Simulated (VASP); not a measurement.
A run of VASP 6.6.1:

POSCAR

```
KMgH3
1.0
    4.0250000000      0.0000000000      0.0000000000
    0.0000000000      4.0250000000      0.0251562500
    0.0000000000      0.0251562500      4.0250000000
K Mg H
1 1 3
Direct
    0.0000000000      0.0000000000      0.0000000000
    0.5000000000      0.5000000000      0.5000000000
    0.0000000000      0.5000000000      0.5000000000
    0.5000000000      0.0000000000      0.5000000000
    0.5000000000      0.5000000000      0.0000000000
```

File INCAR.step1:

```
  PREC = Accurate
  ENCUT = 520
  ISMEAR = 0
  SIGMA = 0.05
  LREAL = F
  LASPH = T
  NELM = 80
  NBANDS = 15
  GGA = PE
  ALGO = Normal
  EDIFF = 1E-4
  LWAVE = T
  LCHARG = F
```

File INCAR.step2:

```
  PREC = Accurate
  ENCUT = 520
  EDIFF = 1E-7
  ISMEAR = 0
  SIGMA = 0.05
  LREAL = F
  LASPH = T
  NELM = 80
  ALGO = Normal
  ISIF = 2
  LWAVE = F
  LCHARG = F
  METAGGA = R2SCAN
  LMIXTAU = T
  NBANDS = 15
  ISTART = 1
```

Contents of KPOINTS:

```
Automatic mesh
0
Gamma
  6 6 6
```

Potentials or basis: VASP PAW PBE potentials, release 64 (K_sv, Mg, H).

Run with:

```sh
$ cat potpaw_PBE.64/K_sv/POTCAR potpaw_PBE.64/Mg/POTCAR potpaw_PBE.64/H/POTCAR > POTCAR
$ cp INCAR.step1 INCAR
$ mpirun -np 1 vasp_std > vasp.out
$ cp INCAR.step2 INCAR
$ mpirun -np 1 vasp_std > vasp.out
```

Hardware: 1 thread of Intel Xeon 8259CL, on a shared host.

Task: How long does it take, and how much memory?

Result: Run time: 4.3 min on 1 thread of Intel Xeon 8259CL, with other jobs on the host, peak memory 0.21 GiB. Counts: k points 52.
